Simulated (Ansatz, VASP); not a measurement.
Al: VASP beside Ansatz

The input INCAR:

```
SYSTEM = Al
PREC = Accurate ; ENCUT = 520
EDIFF = 1E-7 ; ISMEAR = 0
SIGMA = 0.1 ; LREAL = .FALSE.
LASPH = .TRUE. ; NELM = 100
ALGO = Normal ; ISIF = 2
LWAVE = .FALSE. ; LCHARG = .FALSE.
GGA = PS ; NBANDS = 18
```

Contents of KPOINTS:

```
regular mesh
0
G
  8 6 4
  0 0 0
```

POSCAR

```
Al
1.0
    0.0000000000      0.0000000000      2.7693348033
    4.5830927406      0.0000000000      0.0000000000
    0.0000000000      7.9381494825      0.0000000000
Al
6
Direct
    0.0000000000      0.0000000000      0.0000000000
    0.0000000000      0.5000000000      0.5000000000
    0.5000000000      1.0000000000      0.3333333333
    0.5000000000      0.5000000000      0.8333333333
    0.5000000000      0.5000000000      0.1666666667
    0.5000000000      1.0000000000      0.6666666667
```

Input for Ansatz:

```yaml
crystal:
  lattice:
    - [0.0, 0.0, 2.7693348033]
    - [4.5830927406, 0.0, 0.0]
    - [0.0, 7.9381494825, 0.0]
  atoms:
    - { symbol: Al, position: [0.0, 0.0, 0.0] }
    - { symbol: Al, position: [0.0, 0.5, 0.5] }
    - { symbol: Al, position: [0.5, 1.0, 0.3333333333] }
    - { symbol: Al, position: [0.5, 0.5, 0.8333333333] }
    - { symbol: Al, position: [0.5, 0.5, 0.1666666667] }
    - { symbol: Al, position: [0.5, 1.0, 0.6666666667] }
basis:
  ecutwfc: 420
kpoints:
  mp_grid: { grid: [8, 6, 4] }
hamiltonian:
  xc: pbesol
scf:
  occupations: { method: gaussian, width: 0.1 }
output:
  forces: true
  stress: true
  eigenvalues: true
```

Alike in both runs: task single point; functional PBEsol; k mesh 8 × 6 × 4; occupations gaussian, width 0.1 eV; no spin polarisation.

|  | VASP | Ansatz |
| --- | --- | --- |
| version | VASP 6.6.1 | Ansatz 0.2.0 |
| potentials or method | VASP PAW PBE potentials, release 64 (Al), cutoff 520 eV | scalar-relativistic, plane waves, PAW |
| valence electrons in the cell | 18 | 18 |

|  | VASP | Ansatz | Ansatz less VASP |
| --- | --- | --- | --- |
| gap on the k mesh at the Fermi level (eV) | none | none | - |
| pressure (GPa) | -0.1 | -0.1 | -0.06 |
| traceless stress, the component that is largest in VASP (GPa) | 2.23 | 2.23 | +0.006 |
| rms of the force components (eV/Å) | 0.004 | 0.004 | 0.0000 |

VASP's potentials were made for PBE, not for PBEsol. Atom by atom the forces differ by 0.000 eV/Å (rms over components). A gap of «none» marks a metal or a gap that the smearing closes.
